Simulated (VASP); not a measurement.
# Ti3Al4Ni (P4/mmm) in VASP: notebook

The runs below take Ti3Al4Ni through single point, with PBE, r2SCAN.

All numbers are computed with VASP 6.6.1; they aren't measurements. Logs are shortened: lines on timing, memory, paths and dates and some standing lists are left out, and cuts for length are marked.

## 1. The cell of the first run

It takes space group P4/mmm (No. 123, tetragonal). Conventional cell: a = 5.820 Å, b = 5.820 Å, c = 3.620 Å, α = 90.00°, β = 90.00°, γ = 90.00°. Ti (site symmetry 4/mmm) has 8 Al at 2.86 Å and 6 Ti at 2.91 to 3.62 Å within 3.8 Å. Within 3.7 Å of Ti (site symmetry mmm) lie 8 Al at 2.74 Å and 4 Ti at 2.91 to 3.62 Å and 2 Ni at 2.91 Å. Al (site symmetry m2m) has 2 Ni at 2.63 Å and 7 Al at 2.69 to 3.81 Å and 6 Ti at 2.74 to 2.86 Å within 3.9 Å. Ni (site symmetry 4/mmm) has 8 Al at 2.63 Å and 4 Ti at 2.91 Å and 2 Ni at 3.62 Å within 3.7 Å.

## 2. Single point, PBE, collinear spin, ferromagnetic start

Contents of INCAR:

```
PREC     = Accurate       # precision mode
ENCUT    = 520            # plane-wave cutoff, eV
EDIFF    = 1E-6           # SCF threshold, eV
ISMEAR   = 0              # smearing method
SIGMA    = 0.1            # smearing width, eV
LREAL    = F              # projectors in reciprocal space
LASPH    = T              # aspherical terms in the spheres
NELM     = 150            # most SCF steps
ALGO     = Fast           # electronic algorithm
ISIF     = 2              # what is computed and relaxed
LWAVE    = F              # write WAVECAR
LCHARG   = F              # write CHGCAR
ISPIN    = 2              # spin polarisation
MAGMOM   = 1 1 1 0 0 0 0 2 # initial moments
LORBIT   = 11             # projections on sites
LMAXMIX  = 4              # l up to which the mixer works
GGA      = PE             # functional
NBANDS   = 43             # bands
```

Contents of KPOINTS:

```
regular mesh
0
Gamma
  4 4 6
```

Contents of POSCAR:

```
Ti3Al4Ni
1.0
    5.8200008000      0.0000000000      0.0000000000
    0.0000000000      5.8200008000      0.0000000000
    0.0000000000      0.0000000000      3.6196499000
Ti Al Ni
3 4 1
Direct
    0.0000000000      0.0000000000      0.5000000000
    0.0000000000      0.5000000000      0.5000000000
    0.5000000000      0.0000000000      0.5000000000
    0.7314970000      0.7314970000      0.0000000000
    0.7314970000      0.2685030000      0.0000000000
    0.2685030000      0.7314970000      0.0000000000
    0.2685030000      0.2685030000      0.0000000000
    0.5000000000      0.5000000000      0.5000000000
```

Potentials or basis: VASP PAW PBE potentials, release 64 (Ti_sv, Al, Ni).

Command:

```
> cat potpaw_PBE.64/Ti_sv/POTCAR potpaw_PBE.64/Al/POTCAR potpaw_PBE.64/Ni/POTCAR > POTCAR
> mpirun -np 1 vasp_std > vasp.out
```

OUTCAR:

```text
PREC = Accurate
   ENCUT = 520
   EDIFF = 1E-6
   ISMEAR = 0
   LREAL = F
   LASPH = T
   NELM = 150
   ISIF = 2
   ISPIN = 2
   LORBIT = 11
   GGA = PE

 ion  position               nearest neighbor table
   1  0.000  0.000  0.500-   4 2.86   5 2.86   6 2.86   7 2.86   4 2.86   5 2.86   6 2.86   7 2.86
                             2 2.91   3 2.91   2 2.91   3 2.91
   2  0.000  0.500  0.500-   4 2.74   5 2.74   6 2.74   7 2.74   4 2.74   5 2.74   6 2.74   7 2.74
                             1 2.91   8 2.91   1 2.91   8 2.91
   3  0.500  0.000  0.500-   4 2.74   5 2.74   6 2.74   7 2.74   4 2.74   5 2.74   6 2.74   7 2.74
                             1 2.91   8 2.91   8 2.91   1 2.91
   4  0.731  0.731  0.000-   8 2.63   8 2.63   5 2.69   6 2.69   2 2.74   2 2.74   3 2.74   3 2.74
                             1 2.86   1 2.86   6 3.13   5 3.13
   5  0.731  0.269  0.000-   8 2.63   8 2.63   4 2.69   7 2.69   2 2.74   2 2.74   3 2.74   3 2.74
                             1 2.86   1 2.86   7 3.13   4 3.13
   6  0.269  0.731  0.000-   8 2.63   8 2.63   4 2.69   7 2.69   2 2.74   2 2.74   3 2.74   3 2.74
                             1 2.86   1 2.86   7 3.13   4 3.13
   7  0.269  0.269  0.000-   8 2.63   8 2.63   5 2.69   6 2.69   2 2.74   2 2.74   3 2.74   3 2.74
                             1 2.86   1 2.86   6 3.13   5 3.13
   8  0.500  0.500  0.500-   4 2.63   5 2.63   6 2.63   7 2.63   4 2.63   5 2.63   6 2.63   7 2.63
                             2 2.91   3 2.91   3 2.91   2 2.91

  LATTYP: Found a simple tetragonal cell.
 ALAT       =     5.8200008000
 C/A-ratio  =     0.6219328870

  Lattice vectors:

 A1 = (   5.8200008000,   0.0000000000,   0.0000000000)
 A2 = (   0.0000000000,   5.8200008000,   0.0000000000)
 A3 = (   0.0000000000,   0.0000000000,   3.6196499000)

Analysis of symmetry for initial positions (statically):
=====================================================================
 Subroutine PRICEL returns:
 Original cell was already a primitive cell.

 Routine SETGRP: Setting up the symmetry group for a
 simple tetragonal supercell.

 Subroutine GETGRP returns: Found 16 space group operations
 (whereof 16 operations were pure point group operations)
 out of a pool of 16 trial point group operations.

The static configuration has the point symmetry D_4h.

Analysis of symmetry for dynamics (positions and initial velocities):
=====================================================================
 Subroutine PRICEL returns:
 Original cell was already a primitive cell.

 Routine SETGRP: Setting up the symmetry group for a
 simple tetragonal supercell.

 Subroutine GETGRP returns: Found 16 space group operations
[... 173 lines left out ...]
  ---------------------------------------------------
  free energy    TOTEN  =       -47.05415018 eV

  energy without entropy =      -47.01101357  energy(sigma->0) =      -47.03258187

 E-fermi :   8.4389     XC(G=0): -11.1907

 val. band max:        8.4271444443   @ k =   0.2500   0.2500   0.1667
 cond. band min:       8.4412131741   @ k =   0.2500   0.2500   0.1667
 fundamental gap:      0.0140687298
 Fermi energy:         8.4388693442

 spin component 1

 k-point     1 :       0.0000    0.0000    0.0000
  band No.  band energies     occupation
      1     -48.2566      1.00000
      2     -48.0853      1.00000
      3     -48.0813      1.00000
      4     -24.6564      1.00000
      5     -24.5730      1.00000
      6     -24.5730      1.00000
[... 1045 lines left out ...]
     40      10.6851      0.00000
     41      13.1063      0.00000
 Fermi energy:         8.4388693442

 spin component 2

 k-point     1 :       0.0000    0.0000    0.0000
  band No.  band energies     occupation
      1     -48.2560      1.00000
      2     -48.0852      1.00000
      3     -48.0812      1.00000
      4     -24.6556      1.00000
      5     -24.5726      1.00000
      6     -24.5726      1.00000
[... 1045 lines left out ...]
     40      10.6851      0.00000
     41      13.1064      0.00000
 [bands above 41 left out]

------------------------ aborting loop because EDIFF is reached ----------------------------------------

  FORCE on cell =-STRESS in cart. coord.  units (eV):
  Direction    XX          YY          ZZ          XY          YZ          ZX
  --------------------------------------------------------------------------------------
  -------------------------------------------------------------------------------------
  Total       -0.0247513     -0.0247513     -0.0089418      0.0000000      0.0000000      0.0000000
  in kB       -0.3234415     -0.3234415     -0.1168484      0.0000000      0.0000000      0.0000000
  external PRESSURE =      -0.2545771 kB  Pullay stress =       0.0000000 kB

 VOLUME and BASIS-vectors are now :
 -----------------------------------------------------------------------------
  energy-cutoff  :      520.00
  volume of cell :      122.61
      direct lattice vectors                 reciprocal lattice vectors
     5.820000800  0.000000000  0.000000000     0.171821282  0.000000000  0.000000000
     0.000000000  5.820000800  0.000000000     0.000000000  0.171821282  0.000000000
     0.000000000  0.000000000  3.619649900     0.000000000  0.000000000  0.276269813

 POSITION                                       TOTAL-FORCE (eV/Angst)
 -----------------------------------------------------------------------------------
      0.00000      0.00000      1.80982         0.000000     -0.000000      0.000000
      0.00000      2.91000      1.80982         0.000000     -0.000000      0.000000
      2.91000      0.00000      1.80982         0.000000     -0.000000      0.000000
      4.25731      4.25731      0.00000         0.006316      0.006316     -0.000000
      4.25731      1.56269      0.00000         0.006316     -0.006316      0.000000
      1.56269      4.25731      0.00000        -0.006316      0.006316     -0.000000
      1.56269      1.56269      0.00000        -0.006316     -0.006316      0.000000
      2.91000      2.91000      1.80982         0.000000     -0.000000      0.000000
 -----------------------------------------------------------------------------------
    total drift:                                0.000000      0.000000     -0.000000

  FREE ENERGIE OF THE ION-ELECTRON SYSTEM (eV)
  ---------------------------------------------------
  free  energy   TOTEN  =       -47.0541501762 eV

  energy  without entropy=      -47.0110135722  energy(sigma->0) =      -47.03258187

 total charge

# of ion       s       p       d       tot
------------------------------------------
    1        2.210   6.114   1.916  10.240
    2        2.184   6.121   1.989  10.294
    3        2.184   6.121   1.989  10.294
    4        0.416   0.413   0.000   0.829
    5        0.416   0.413   0.000   0.829
    6        0.416   0.413   0.000   0.829
    7        0.416   0.413   0.000   0.829
    8        0.453   0.430   8.414   9.297
--------------------------------------------------
tot          8.693  20.439  14.309  43.440

 magnetization (x)

# of ion       s       p       d       tot
------------------------------------------
    1        0.000   0.000   0.001   0.001
    2        0.000   0.000   0.000   0.000
    3        0.000   0.000   0.000   0.000
    4       -0.000  -0.000   0.000  -0.000
    5       -0.000  -0.000   0.000  -0.000
    6       -0.000  -0.000   0.000  -0.000
    7       -0.000  -0.000   0.000  -0.000
    8        0.000  -0.000   0.000   0.000
--------------------------------------------------
tot          0.000   0.000   0.001   0.001
```

OSZICAR:

```text
N       E                     dE             d eps       ncg     rms          rms(c)
DAV:   1     0.616305453904E+03    0.61631E+03   -0.26198E+04  4128   0.147E+03
DAV:   2     0.223889588993E+02   -0.59392E+03   -0.57508E+03  4128   0.445E+02
DAV:   3    -0.435311549090E+02   -0.65920E+02   -0.63029E+02  5990   0.137E+02
[... 20 lines left out ...]
RMM:  24    -0.470541417951E+02   -0.56580E-05   -0.63050E-05  5803   0.240E-02    0.286E-03
RMM:  25    -0.470541458368E+02   -0.40418E-05   -0.46722E-05  5444   0.200E-02    0.241E-03
RMM:  26    -0.470541480800E+02   -0.22432E-05   -0.27209E-05  5186   0.169E-02    0.304E-03
RMM:  27    -0.470541493324E+02   -0.12524E-05   -0.17230E-05  4679   0.146E-02    0.414E-03
RMM:  28    -0.470541499867E+02   -0.65430E-06   -0.10648E-05  4527   0.133E-02    0.453E-03
RMM:  29    -0.470541501762E+02   -0.18947E-06   -0.58741E-06  4346   0.123E-02
   1 F= -.47054150E+02 E0= -.47032582E+02  d E =-.431366E-01  mag=     0.0014
```

stdout:

```text
POSCAR found type information on POSCAR TiAlNi
 POSCAR found :  3 types and       8 ions
 scaLAPACK will be used
 LDA part: xc-table for (Slater+PW92), standard interpolation
 POSCAR, INCAR and KPOINTS ok, starting setup
 FFT: planning ... GRIDC
 FFT: planning ... GRID_SOFT
 FFT: planning ... GRID
 WAVECAR not read
 entering main loop
WARNING in EDDRMM: call to ZHEGV failed, returncode =   8  4     32
WARNING in EDDRMM: call to ZHEGV failed, returncode =   8  4      5
WARNING in EDDRMM: call to ZHEGV failed, returncode =   8  4     14
WARNING in EDDRMM: call to ZHEGV failed, returncode =   6  3      9
WARNING in EDDRMM: call to ZHEGV failed, returncode =   6  3     34
```

It took 5.7 min on 1 thread of Intel Xeon Platinum 8559C (Emerald Rapids), shared host; peak memory 0.41 GiB.

Results:

```
Free energy                                           : -47.0542 eV
Pressure                                              : 0.0 GPa
Largest force                                         : 0.009 eV/Å
Band gap on the k mesh                                : zero (filled and empty bands overlap)
Net moment                                            : 0.00 μB per cell
Valence electrons inside the program's atomic spheres : Ti 10.24, 10.29 (each value once); Al 0.83; Ni 9.30
```

Forces on the atoms (eV/Å):
```
Ti   0.000  0.000  0.000
Ti   0.000  0.000  0.000
Ti   0.000  0.000  0.000
Al   0.006  0.006  0.000
Al   0.006 -0.006  0.000
Al  -0.006  0.006  0.000
Al  -0.006 -0.006  0.000
Ni   0.000  0.000  0.000
```

Levels at points of the mesh, in eV from the Fermi level:
Spin up:
| k point | band 25 | band 26 | band 27 | band 28 | band 29 | band 30 | band 31 | band 32 | band 33 | band 34 |
| --- | --- | --- | --- | --- | --- | --- | --- | --- | --- | --- |
| (0.00, 0.00, 0.00) | -1.00 | -0.81 | -0.48 | -0.47 | -0.32 | -0.32 | 0.98 | 0.98 | 1.20 | 1.35 |
| (0.50, 0.00, 0.00) | -0.78 | -0.44 | -0.37 | -0.33 | -0.14 | 0.47 | 0.54 | 0.84 | 1.00 | 1.06 |
| (0.50, 0.50, 0.00) | -0.88 | -0.48 | -0.39 | -0.06 | 0.09 | 0.10 | 0.57 | 0.57 | 0.92 | 1.17 |
| (0.00, 0.00, 0.50) | -1.62 | -1.20 | -0.75 | -0.56 | -0.50 | -0.50 | 1.51 | 1.69 | 1.69 | 1.73 |
| (0.50, 0.00, 0.50) | -1.13 | -0.78 | -0.65 | -0.37 | -0.03 | 0.02 | 0.36 | 1.38 | 1.68 | 1.74 |
| (0.50, 0.50, 0.50) | -1.21 | -0.89 | -0.77 | 0.44 | 0.44 | 0.54 | 0.54 | 0.66 | 0.86 | 0.89 |
Spin down:
```csv
k point,band 27,band 28,band 29,band 30,band 31,band 32
"(0.00, 0.00, 0.00)",-0.48,-0.46,-0.32,-0.32,0.98,0.98
"(0.50, 0.00, 0.00)",-0.37,-0.33,-0.14,0.47,0.54,0.84
"(0.50, 0.50, 0.00)",-0.39,-0.06,0.09,0.10,0.57,0.57
"(0.00, 0.00, 0.50)",-0.75,-0.56,-0.50,-0.50,1.51,1.69
"(0.50, 0.00, 0.50)",-0.65,-0.37,-0.03,0.02,0.36,1.38
"(0.50, 0.50, 0.50)",-0.77,0.44,0.44,0.54,0.54,0.66
```

Caveat: the moments typed at the start vanished in this run.

## 3. Single point, r2SCAN

POSCAR is that of step 2.

Contents of INCAR.step1:

```
ALGO = Normal
EDIFF = 1E-4
ENCUT = 520
GGA = PE
ISMEAR = 0
LASPH = True
LCHARG = False
LREAL = False
LWAVE = True
NBANDS = 39
NELM = 80
PREC = Accurate
SIGMA = 0.1
```

Contents of INCAR.step2:

```
ALGO = Normal
EDIFF = 1E-7
ENCUT = 520
ISIF = 2
ISMEAR = 0
ISTART = 1
LASPH = True
LCHARG = False
LMIXTAU = True
LREAL = False
LWAVE = False
METAGGA = R2SCAN
NBANDS = 39
NELM = 80
PREC = Accurate
SIGMA = 0.1
```

Contents of KPOINTS:

```
k-points
0
Gamma
  6 6 10
```

Potentials or basis: VASP PAW PBE potentials, release 64 (Ti_sv, Al, Ni).

Command:

```
> cat potpaw_PBE.64/Ti_sv/POTCAR potpaw_PBE.64/Al/POTCAR potpaw_PBE.64/Ni/POTCAR > POTCAR
> cp INCAR.step1 INCAR
> mpirun -np 1 vasp_std > vasp.out
> cp INCAR.step2 INCAR
> mpirun -np 1 vasp_std > vasp.out
```

Wall time 11 min (1 thread of Intel Xeon Platinum 8559C (Emerald Rapids), shared host); peak memory 0.44 GiB.

Results (log left out):

```yaml
Free_energy: -81.0676 eV
Pressure: -1.9 GPa
Largest_force: 0.101 eV/Å
Band_gap_on_the_k_mesh: zero (bands 29 and 30 overlap by 0.93 eV)
```

Forces on the atoms (eV/Å):
```
Ti   0.000  0.000  0.000
Ti   0.000  0.000  0.000
Ti   0.000  0.000  0.000
Al  -0.072 -0.072  0.000
Al  -0.072  0.072  0.000
Al   0.072 -0.072  0.000
Al   0.072  0.072  0.000
Ni   0.000  0.000  0.000
```

Stress tensor (GPa, compression positive):
```
-1.74  0.00  0.00
 0.00 -1.74  0.00
 0.00  0.00 -2.30
```

Levels at points of the mesh, in eV from the Fermi level:
```tsv
k point	band 25	band 26	band 27	band 28	band 29	band 30	band 31	band 32	band 33	band 34
(0.00, 0.00, 0.00)	-1.18	-0.83	-0.56	-0.47	-0.27	-0.27	1.03	1.03	1.20	1.58
(0.50, 0.00, 0.00)	-0.87	-0.51	-0.40	-0.27	-0.08	0.52	0.63	0.88	1.10	1.20
(0.50, 0.50, 0.00)	-1.01	-0.54	-0.53	-0.07	0.16	0.19	0.66	0.66	0.96	1.33
(0.00, 0.00, 0.50)	-1.86	-1.24	-0.86	-0.56	-0.51	-0.51	1.75	1.88	1.88	2.11
(0.50, 0.00, 0.50)	-1.22	-0.85	-0.65	-0.43	-0.06	-0.06	0.32	1.43	1.81	1.87
(0.50, 0.50, 0.50)	-1.24	-0.98	-0.79	0.42	0.42	0.58	0.58	0.60	0.87	1.07
```

Caveat: the PAW data sets were made with another functional, which shifts forces and pressure a little. Spin polarisation is off, so any magnetic state and its effect on volume and gap are missing.
